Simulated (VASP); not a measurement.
A run of VASP 6.6.1 is set up as follows.

The input INCAR:

```
PREC = Accurate
ENCUT = 520
EDIFF = 1E-6
ISMEAR = 0
SIGMA = 0.1
LREAL = False
LASPH = True
NELM = 60
ALGO = Fast
ISIF = 2
LWAVE = False
LCHARG = False
GGA = PE
NBANDS = 15
```

Contents of KPOINTS:

```
Automatic mesh
0
Gamma
  12 12 16
```

POSCAR

```
Na2Be
1.0
    5.2092989544      0.0000000000      0.0000000000
   -2.6046494772      4.5113852305      0.0000000000
    0.0000000000      0.0000000000      2.7229584411
Na Be
2 1
Direct
    0.3333333333      0.6666666667      0.5000000000
    0.6666666667      0.3333333333      0.5000000000
    0.0000000000      0.0000000000      0.0000000000
```

Potentials or basis: VASP PAW PBE potentials, release 64 (Na_pv, Be).

Launch:

```sh
$ cat potpaw_PBE.64/Na_pv/POTCAR potpaw_PBE.64/Be/POTCAR > POTCAR
$ mpirun -np 1 vasp_std > vasp.out
```

Question: Estimate the pressure.

Answer: 0.0 GPa.

Question: What does it give for the band gap on the k mesh?

Answer: Zero (band 8 reaches 3.70 eV, above the bottom of band 9 at -0.47 eV).
